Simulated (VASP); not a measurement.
Set up this calculation in VASP 6.6.1, as the native input.

```
Task                   : single point
Functional             : PBEsol
Potentials or basis    : VASP PAW PBE potentials, release 64 (Os, Zr_sv)
Cutoff                 : 520 eV
k mesh                 : 4 × 4 × 2
Occupations            : fermi-dirac, width 0.05 eV
Spin                   : no spin polarisation
Dipole correction      : no
Further INCAR settings : ALGO = Normal; EDIFF = 1e-06; NBANDS = 46
```

The structure of ZrOs3 lies in POSCAR:

```
ZrOs3
1.0
    0.0000000000      4.0108110000     -0.0000001200
    4.0108110000      0.0000000000     -0.0000001200
    2.0054052500      2.0054052500     -8.6512981200
Os Zr
6 2
Direct
    0.5091249584     -0.0200488171      0.0072987823
   -0.0083981914      0.5203233065     -0.0058050319
    0.7316139434      0.2653862902      0.4942610717
    0.2615312108      0.7343021791      0.4991842635
    0.3720949699      0.3767820519      0.2585329830
    0.6075273255      0.6134610382      0.7387722357
    0.1361428211      0.1228751802      0.7683723155
    0.9191304950      0.8975485755      0.2478009372
```

The input as run:

INCAR

```
SYSTEM = ZrOs3
PREC     = Accurate       ! precision mode
ENCUT    = 520            ! plane-wave cutoff, eV
EDIFF    = 1E-6           ! SCF threshold, eV
ISMEAR   = -1             ! smearing method
SIGMA    = 0.05           ! smearing width, eV
LREAL    = .False.        ! projectors in reciprocal space
LASPH    = .True.         ! aspherical terms in the spheres
NELM     = 80             ! most SCF steps
ALGO     = Normal         ! electronic algorithm
ISIF     = 2              ! what is computed and relaxed
LWAVE    = .False.        ! write WAVECAR
LCHARG   = .False.        ! write CHGCAR
GGA      = PS             ! functional
NBANDS   = 46             ! bands
```

KPOINTS

```
regular mesh
0
Gamma
  4 4 2
  0 0 0
```

Potentials or basis: VASP PAW PBE potentials, release 64 (Os, Zr_sv).

The run is started by

```console
$ cat potpaw_PBE.64/Os/POTCAR potpaw_PBE.64/Zr_sv/POTCAR > POTCAR
$ mpirun -np 1 vasp_std > vasp.out
```

Results of the run:

The pressure is -25.1 GPa and the largest force is 1.517 eV/Å. The band gap on the k mesh is zero (bands 36 and 37 overlap by 1.48 eV).

Caveat: the k points lie up to 0.40 Å⁻¹ apart, too coarse for converged energies and pressures of a metal; the PAW data sets were made with another functional, which shifts forces and pressure a little; spin-orbit coupling is left out, which moves the levels of the heavy elements.

Wall time 6.8 min on 1 thread of Oxide Virtual Turin-like Processor, with other jobs on the host, peak memory 0.26 GiB.
